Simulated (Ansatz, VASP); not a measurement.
Two plane-wave programs on Nb2Te

```
Nb Te
1.0
     3.81237    0.00000    0.00000
    -1.90619    3.30161    0.00000
     0.00000    0.00000    6.30386
Nb Te
2 1
Cartesian
  1.9062 1.1005 4.8576
  1.9062 1.1005 1.4463
  0.0000 0.0000 0.0000
```

Alike in both runs: task single point; functional PBE; k mesh 6 × 6 × 4; occupations gaussian, width 0.1 eV; no spin polarisation.

```csv
,VASP,Ansatz
version,VASP 6.6.1,Ansatz 0.2.0
potentials or method,"VASP PAW PBE potentials, release 64 (Nb_sv, Te), cutoff 520 eV","scalar-relativistic, plane waves, PAW"
valence electrons in the cell,32,42
```

VASP gave:

* gap on the k mesh at the Fermi level (eV): none
* pressure (GPa): 3.9
* traceless stress, the component that is largest in VASP (GPa): 0.13
* rms of the force components (eV/Å): 1.075

Task: What did Ansatz give for the same quantities?

Result: gap on the k mesh at the Fermi level (eV): none; pressure (GPa): 4.0; traceless stress, the component that is largest in VASP (GPa): 0.10; rms of the force components (eV/Å): 1.089.

Atom by atom the forces differ by 0.014 eV/Å (rms over components). A gap of «none» marks a metal or a gap that the smearing closes. VASP's potentials hold 32 valence electrons a cell and Ansatz's 42, so a difference there can come from the potentials and not from the codes.

Neither program's run includes spin-orbit coupling.
